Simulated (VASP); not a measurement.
# SrO in VASP: a series of runs

SrO is run at these levels: PBEsol; tasks: single point, relaxation of cell and atoms.

All numbers are computed with VASP 6.6.1; they aren't measurements. Logs are shortened: lines on timing, memory, paths and dates and some standing lists are left out, and cuts for length are marked.

**1. The cell of the first run**

Symmetry: P6_3/mmc, No. 194, hexagonal system. The conventional cell has a = 4.236 Å, b = 4.236 Å, c = 5.109 Å, α = 90.00°, β = 90.00°, γ = 120.00°. Sr (site symmetry -6m2) has 5 O at 2.45 to 2.55 Å within 3.2 Å. Within 3.2 Å of O (site symmetry -6m2) lie 5 Sr at 2.45 to 2.55 Å.

**2. Single point, PBEsol**

Contents of INCAR:

```
SYSTEM = SrO
PREC = Accurate ; ENCUT = 520
EDIFF = 1E-6 ; ISMEAR = 0
SIGMA = 0.02 ; LREAL = .False.
LASPH = .True. ; NELM = 100
ALGO = Normal ; ISIF = 2
LWAVE = .False. ; LCHARG = .False.
GGA = PS ; NBANDS = 24
```

Contents of KPOINTS:

```
regular mesh
0
Gamma
  6 6 6
  0 0 0
```

Contents of POSCAR:

```
SrO
1.0
    4.2356603166      0.0000000000      0.0000000000
   -2.1178301583      3.6681894360      0.0000000000
    0.0000000000      0.0000000000      5.1092242448
Sr O
2 2
Direct
    0.3333333333      0.6666666667      0.9375004475
    0.6666666667      0.3333333333      0.4375004475
    0.3333333333      0.6666666667      0.4374995525
    0.6666666667      0.3333333333      0.9374995525
```

Potentials or basis: VASP PAW PBE potentials, release 64 (Sr_sv, O).

Launch:

```console
$ cat potpaw_PBE.64/Sr_sv/POTCAR potpaw_PBE.64/O/POTCAR > POTCAR
$ mpirun -np 1 vasp_std > vasp.out
```

OUTCAR:

```text
SYSTEM = SrO
   PREC = Accurate
   ENCUT = 520
   EDIFF = 1E-6
   ISMEAR = 0
   LREAL = .False.
   LASPH = .True.
   NELM = 100
   ISIF = 2
   GGA = PS

 ion  position               nearest neighbor table
   1  0.333  0.667  0.938-   4 2.45   4 2.45   4 2.45   3 2.55   3 2.55   2 3.54   2 3.54   2 3.54
                             2 3.54   2 3.54   2 3.54
   2  0.667  0.333  0.438-   3 2.45   3 2.45   3 2.45   4 2.55   4 2.55   1 3.54   1 3.54   1 3.54
                             1 3.54   1 3.54   1 3.54
   3  0.333  0.667  0.437-   2 2.45   2 2.45   2 2.45   1 2.55   1 2.55
   4  0.667  0.333  0.937-   1 2.45   1 2.45   1 2.45   2 2.55   2 2.55

  LATTYP: Found a hexagonal cell.
 ALAT       =     4.2356603166
 C/A-ratio  =     1.2062403174

  Lattice vectors:

 A1 = (   4.2356603166,   0.0000000000,   0.0000000000)
 A2 = (  -2.1178301583,   3.6681894360,   0.0000000000)
 A3 = (   0.0000000000,   0.0000000000,   5.1092242448)

Analysis of symmetry for initial positions (statically):
=====================================================================
 Subroutine PRICEL returns:
 Original cell was already a primitive cell.

 Routine SETGRP: Setting up the symmetry group for a
 hexagonal supercell.

 Subroutine GETGRP returns: Found 24 space group operations
 (whereof  6 operations were pure point group operations)
 out of a pool of 24 trial point group operations.

The static configuration has the point symmetry C_3v.
 The point group associated with its full space group is D_6h.

Analysis of symmetry for dynamics (positions and initial velocities):
=====================================================================
 Subroutine PRICEL returns:
 Original cell was already a primitive cell.

 Routine SETGRP: Setting up the symmetry group for a
 hexagonal supercell.

 Subroutine GETGRP returns: Found 24 space group operations
 (whereof  6 operations were pure point group operations)
 out of a pool of 24 trial point group operations.

The dynamic configuration has the point symmetry C_3v.
 The point group associated with its full space group is D_6h.

 Subroutine INISYM returns: Found 24 space group operations
 (whereof  6 operations are pure point group operations),
 and found     1 'primitive' translations

----------------------------------------------------------------------------------------

                                     Primitive cell

  volume of cell :      79.3831

  direct lattice vectors                    reciprocal lattice vectors
     4.235660317  0.000000000  0.000000000     0.236090698  0.136307028  0.000000000
    -2.117830158  3.668189436  0.000000000     0.000000000  0.272614056  0.000000000
     0.000000000  0.000000000  5.109224245     0.000000000  0.000000000  0.195724429

  length of vectors
     4.235660317  4.235660317  5.109224245     0.272614056  0.272614056  0.195724429

  position of ions in fractional coordinates (direct lattice)
     0.333333333  0.666666667  0.937500447
     0.666666667  0.333333333  0.437500447
     0.333333333  0.666666667  0.437499553
     0.666666667  0.333333333  0.937499553

  ion indices of the primitive-cell ions
   primitive index   ion index
                 1           1
                 2           2
                 3           3
                 4           4

----------------------------------------------------------------------------------------

 KPOINTS: regular mesh

Automatic generation of k-mesh.
 Grid dimensions read from file:
 generate k-points for:    6    6    6

 Generating k-lattice:

  Cartesian coordinates                     Fractional coordinates (reciprocal lattice)
     0.039348450  0.022717838  0.000000000     0.166666667 -0.000000000  0.000000000
     0.000000000  0.045435676  0.000000000     0.000000000  0.166666667  0.000000000
     0.000000000  0.000000000  0.032620738     0.000000000  0.000000000  0.166666667

  Length of vectors
     0.045435676  0.045435676  0.032620738

  Shift w.r.t. Gamma in fractional coordinates (k-lattice)
     0.000000000  0.000000000  0.000000000

 Subroutine IBZKPT returns following result:
 ===========================================

 Found     28 irreducible k-points:

 Following reciprocal coordinates:
            Coordinates               Weight
  0.000000  0.000000  0.000000      1.000000
  0.166667  0.000000  0.000000      6.000000
  0.333333  0.000000  0.000000      6.000000
  0.500000 -0.000000  0.000000      3.000000
  0.166667  0.166667  0.000000      6.000000
  0.333333  0.166667  0.000000     12.000000
[... 16 lines left out ...]
  0.166667  0.000000  0.500000      6.000000
  0.333333  0.000000  0.500000      6.000000
 [... further k-points ...]
   k-points           NKPTS =     28   k-points in BZ     NKDIM =     28   number of bands    NBANDS=     24
   number of dos      NEDOS =    301   number of ions     NIONS =      4
   total plane-waves  NPLWV =  40960
   dimension x,y,z NGX =    32 NGY =   32 NGZ =   40
   dimension x,y,z NGXF=    64 NGYF=   64 NGZF=   80
   ions per type =               2   2
   NGX,Y,Z   is equivalent  to a cutoff of  12.56, 12.56, 13.02 a.u.
   NGXF,Y,Z  is equivalent  to a cutoff of  25.12, 25.12, 26.03 a.u.
 SYSTEM =  SrO
   PREC   = accura    normal or accurate (medium, high low for compatibility)
   ISTART =      0    job   : 0-new  1-cont  2-samecut
   ICHARG =      2    charge: 1-file 2-atom 10-const
   ISPIN  =      1    spin polarized calculation?
   LNONCOLLINEAR =      F non collinear calculations
   LSORBIT =      F    spin-orbit coupling
   LASPH  =      T    aspherical Exc in radial PAW
   ENCUT  =  520.0 eV  38.22 Ry    6.18 a.u.   7.88  7.88  9.50*2*pi/ulx,y,z
   NELM   =    100;   NELMIN=  2; NELMDL= -5     # of ELM steps
   EDIFF  = 0.1E-05   stopping-criterion for ELM
   LREAL  =      F    real-space projection
   EDIFFG = 0.1E-04   stopping-criterion for IOM
   NSW    =      0    number of steps for IOM
   IBRION =     -1    ionic relax: 0-MD 1-quasi-New 2-CG
   NFREE  =      0    steps in history (QN), initial steepest desc. (CG)
   ISIF   =      2    stress and relaxation
   ISYM   =      2    0-nonsym 1-usesym 2-fastsym
   POTIM  = 0.5000    time-step for ionic-motion
   TEBEG  =    0.0;   TEEND  =   0.0 temperature during run
   PSTRESS=    0.0 pullay stress
   NELECT =      32.0000    total number of electrons
   NUPDOWN=      -1.0000    fix difference up-down
   EMIN   =  10.00;   EMAX   =-10.00  energy-range for DOS
   EFERMI =   0.00;   METHOD = LEGACY
   ISMEAR =     0;   SIGMA  =   0.02  broadening in eV -4-tet -1-fermi 0-gaus
   EFERMI_NEDOS =   21; number of points for ismear=-14 and -15
   IALGO  =     38    algorithm
   IMIX   =      4    mixing-type and parameters
     AMIX     =   0.40;   BMIX     =  1.00
     AMIX_MAG =   1.60;   BMIX_MAG =  1.00
  volume/ion in A,a.u.               =      19.85       133.93
  Fermi-wavevector in a.u.,A,eV,Ry     =   1.209341  2.285324 19.898607  1.462506
  Thomas-Fermi vector in A             =   2.344922
   LORBIT       =      0    0 simple, 1 ext, 2 COOP (PROOUT), +10 PAW based schemes
   GGA     = PS    functional components
   LHFCALC =     F    Hartree Fock is set to
   AEXX    =    0.0000 exact exchange contribution
   IVDW    =     0    specifies the selected vdW correction
   LEPSILON=     F    determine dielectric tensor
   LRPA    =     F    only Hartree local field effects (RPA)
 non-spin polarized calculation
 Gauss-broadening in eV      SIGMA  =   0.02
  energy-cutoff  :      520.00
  volume of cell :       79.38
 maximum number of plane-waves:      2160
 NGX is ok and might be reduce to    32
   NGX = 15   NGY = 15   NGZ = 19

 number of electron      32.0000008 magnetization

 Free energy of the ion-electron system (eV)
  ---------------------------------------------------
  ext. energy  EPLUGINS =         0.00000000
  ---------------------------------------------------
  free energy    TOTEN  =       -24.98120319 eV

  energy without entropy =      -24.98120319  energy(sigma->0) =      -24.98120319

 E-fermi :   0.8416     XC(G=0):  -9.2975

 val. band max:        0.7041974694   @ k =   0.0000   0.0000   0.0000
 cond. band min:       3.2922328972   @ k =   0.0000   0.0000   0.0000
 fundamental gap:      2.5880354278
 Fermi energy:         0.8415714762

 k-point     1 :       0.0000    0.0000    0.0000
  band No.  band energies     occupation
      1     -31.4759      2.00000
      2     -31.2855      2.00000
      3     -14.2762      2.00000
      4     -14.2636      2.00000
      5     -14.1018      2.00000
      6     -13.6553      2.00000
[... 16 lines left out ...]
     23       9.4231      0.00000
     24       9.6360      0.00000

 k-point     2 :       0.1667    0.0000    0.0000
  band No.  band energies     occupation
      1     -31.4595      2.00000
      2     -31.2915      2.00000
      3     -14.7431      2.00000
      4     -14.6577      2.00000
      5     -14.0410      2.00000
      6     -13.6968      2.00000
[... 16 lines left out ...]
     23       9.2637      0.00000
     24       9.3241      0.00000

 k-point     3 :       0.3333    0.0000    0.0000
  band No.  band energies     occupation
      1     -31.4202      2.00000
      2     -31.3101      2.00000
      3     -15.2208      2.00000
      4     -15.1233      2.00000
      5     -13.8854      2.00000
      6     -13.7719      2.00000
[... 16 lines left out ...]
     23       9.0785      0.00000
     24       9.6015      0.00000

 k-point     4 :       0.5000   -0.0000    0.0000
  band No.  band energies     occupation
      1     -31.3916      2.00000
      2     -31.3283      2.00000
      3     -15.3967      2.00000
      4     -15.2993      2.00000
      5     -13.8066      2.00000
      6     -13.7613      2.00000
[... 16 lines left out ...]
     23       9.4051      0.00000
     24       9.6132      0.00000

 k-point     5 :       0.1667    0.1667    0.0000
  band No.  band energies     occupation
      1     -31.4313      2.00000
      2     -31.3041      2.00000
      3     -15.1083      2.00000
      4     -15.0278      2.00000
      5     -13.9310      2.00000
      6     -13.7798      2.00000
[... 16 lines left out ...]
     23       9.2950      0.00000
     24       9.7194      0.00000

 k-point     6 :       0.3333    0.1667    0.0000
  band No.  band energies     occupation
      1     -31.3917      2.00000
      2     -31.3282      2.00000
      3     -15.3665      2.00000
      4     -15.3013      2.00000
      5     -13.8757      2.00000
      6     -13.7624      2.00000
[... 16 lines left out ...]
     23       9.3204      0.00000
     24       9.6321      0.00000
[... 379 lines left out ...]
 k-point    21 :       0.3333    0.3333    0.3333
  band No.  band energies     occupation
      1     -31.3557      2.00000
      2     -31.3557      2.00000
      3     -15.7151      2.00000
      4     -15.7151      2.00000
      5     -13.8228      2.00000
      6     -13.5376      2.00000
[... 16 lines left out ...]
     23      10.0080      0.00000
     24      10.0080      0.00000

 k-point    22 :       0.0000    0.0000    0.5000
  band No.  band energies     occupation
      1     -31.3800      2.00000
      2     -31.3800      2.00000
      3     -15.0240      2.00000
      4     -15.0240      2.00000
      5     -13.4907      2.00000
      6     -13.4907      2.00000
[... 16 lines left out ...]
     23      10.5722      0.00000
     24      10.5722      0.00000

 k-point    23 :       0.1667    0.0000    0.5000
  band No.  band energies     occupation
      1     -31.3745      2.00000
      2     -31.3745      2.00000
      3     -15.2546      2.00000
      4     -15.2546      2.00000
      5     -13.5113      2.00000
      6     -13.5113      2.00000
[... 16 lines left out ...]
     23       9.9578      0.00000
     24       9.9578      0.00000

 k-point    24 :       0.3333    0.0000    0.5000
  band No.  band energies     occupation
      1     -31.3634      2.00000
      2     -31.3634      2.00000
      3     -15.6063      2.00000
      4     -15.6063      2.00000
      5     -13.5522      2.00000
      6     -13.5522      2.00000
[... 16 lines left out ...]
     23       9.2091      0.00000
     24       9.2091      0.00000

 [... further k-points ...]
[... 5 lines left out ...]
  --------------------------------------------------------------------------------------
  -------------------------------------------------------------------------------------
  Total        0.2701750      0.2701750      0.2785488     -0.0000000      0.0000000      0.0000000
  in kB        5.4529042      5.4529042      5.6219110     -0.0000000      0.0000000      0.0000000
  external PRESSURE =       5.5092398 kB  Pullay stress =       0.0000000 kB

 VOLUME and BASIS-vectors are now :
 -----------------------------------------------------------------------------
  energy-cutoff  :      520.00
  volume of cell :       79.38
      direct lattice vectors                 reciprocal lattice vectors
     4.235660317  0.000000000  0.000000000     0.236090698  0.136307028  0.000000000
    -2.117830158  3.668189436  0.000000000     0.000000000  0.272614056  0.000000000
     0.000000000  0.000000000  5.109224245     0.000000000  0.000000000  0.195724429

 POSITION                                       TOTAL-FORCE (eV/Angst)
 -----------------------------------------------------------------------------------
     -0.00000      2.44546      4.78990        -0.000000      0.000000     -0.000000
      2.11783      1.22273      2.23529         0.000000     -0.000000     -0.000000
     -0.00000      2.44546      2.23528        -0.000000      0.000000     -0.000000
      2.11783      1.22273      4.78990         0.000000     -0.000000      0.000000
 -----------------------------------------------------------------------------------
    total drift:                               -0.000000      0.000000      0.010973

  FREE ENERGIE OF THE ION-ELECTRON SYSTEM (eV)
  ---------------------------------------------------
  free  energy   TOTEN  =       -24.9812031878 eV

  energy  without entropy=      -24.9812031878  energy(sigma->0) =      -24.98120319
```

Wall time 41 s (1 thread of Intel Xeon Platinum 8488C (Sapphire Rapids), shared host); peak memory 0.21 GiB.

What came out:

| Quantity | Value |
| --- | --- |
| Free energy | -24.9812 eV |
| Pressure | 0.6 GPa |
| Band gap on the k mesh | 2.59 eV, direct |

Levels at points of the mesh, in eV from the valence-band top:
```csv
k point,band 14,band 15,band 16,band 17,band 18,band 19
"(0.00, 0.00, 0.00)",-0.92,-0.29,0.00,2.59,6.11,6.11
"(0.50, 0.00, 0.00)",-0.35,-0.34,-0.28,4.25,4.78,5.02
"(0.00, 0.00, 0.50)",-1.14,-1.14,-1.14,4.31,4.31,7.95
"(0.50, 0.00, 0.50)",-0.94,-0.44,-0.44,4.90,4.90,7.45
```

Caveat: the PAW data sets were made with another functional, which shifts forces and pressure a little. A k mesh can miss the band edges.

**3. Relaxation of cell and atoms, PBEsol**

This run uses another cell than the first one, of 20.40 Å³/atom, 1.028 times its volume.

Contents of INCAR:

```
SYSTEM = SrO
  PREC = Accurate
  ENCUT = 600
  EDIFF = 1E-7
  ISMEAR = 0
  SIGMA = 0.02
  LREAL = .False.
  LASPH = .True.
  NELM = 60
  ALGO = Normal
  ISIF = 3
  LWAVE = .False.
  LCHARG = .False.
  GGA = PS
  IBRION = 2
  NSW = 100
  EDIFFG = -0.005
```

KPOINTS is that of step 2.

Contents of POSCAR:

```
SrO
1.0
    4.2754662656      0.0000000000      0.0000000000
   -2.1377331328      3.7026623990      0.0000000000
    0.0000000000      0.0000000000      5.1555949900
Sr O
2 2
Direct
    0.3333333300      0.6666666700      0.9381277000
    0.6666666700      0.3333333300      0.4381277000
    0.3333333300      0.6666666700      0.4368723000
    0.6666666700      0.3333333300      0.9368723000
```

Potentials or basis: VASP PAW PBE potentials, release 64 (Sr_sv, O).

Launch:

```console
$ cat potpaw_PBE.64/Sr_sv/POTCAR potpaw_PBE.64/O/POTCAR > POTCAR
$ mpirun -np 1 vasp_std > vasp.out
```

It took 2.8 min on 1 thread of Intel Xeon Platinum 8488C (Sapphire Rapids), shared host; peak memory 0.26 GiB.

Results (log left out):

| Quantity | Value |
| --- | --- |
| Free energy | -24.9873 eV |
| Relaxed volume | 19.97 Å³/atom |
| Relaxed cell | a = 4.244 Å, b = 4.244 Å, c = 5.120 Å, α = 90.00°, β = 90.00°, γ = 120.00° |
| Space group after relaxing (to 0.05 Å) | P6_3/mmc (No. 194) |
| Energy gained by relaxing | 2.2 meV/atom |
| Ionic steps | 7 |
| Pressure after relaxing | 0.0 GPa |
| Largest force after relaxing | 0.005 eV/Å |
| Band gap on the k mesh | 2.57 eV, direct |

Forces on the atoms (eV/Å):
```
Sr   0.000  0.000 -0.005
Sr   0.000  0.000 -0.005
O    0.000  0.000  0.005
O    0.000  0.000  0.005
```

Step by step:
```tsv
step	energy change (eV)	largest force (eV/Å)	pressure (GPa)	volume (Å³)
1	0.0000	0.0123	-1.55	81.62
2	-0.0076	0.0122	0.56	79.30
3	-0.0086	0.0123	0.00	79.88
4	-0.0086	0.0123	0.03	79.84
5	-0.0087	0.0096	-0.01	79.89
6	-0.0087	0.0079	-0.05	79.92
7	-0.0087	0.0046	-0.01	79.88
```

Final structure:
```
CELL_PARAMETERS angstrom
4.24436 0.00000 0.00000
-2.12218 3.67573 0.00000
0.00000 0.00000 5.12012
ATOMIC_POSITIONS crystal
Sr 0.33333 0.66667 0.93771
Sr 0.66667 0.33333 0.43771
O 0.33333 0.66667 0.43729
O 0.66667 0.33333 0.93729
```

Levels at points of the mesh, in eV from the valence-band top:
```tsv
k point	band 13	band 14	band 15	band 16	band 17	band 18	band 19	band 20
(0.00, 0.00, 0.00)	-0.92	-0.92	-0.31	0.00	2.57	6.10	6.10	7.19
(0.50, 0.00, 0.00)	-0.36	-0.35	-0.35	-0.27	4.24	4.77	5.01	7.20
(0.00, 0.00, 0.50)	-1.13	-1.13	-1.13	-1.13	4.29	4.29	7.92	7.92
(0.50, 0.00, 0.50)	-0.93	-0.93	-0.44	-0.44	4.88	4.88	7.42	7.42
```

Caveat: the PAW data sets were made with another functional, which shifts forces and pressure a little. A k mesh can miss the band edges.
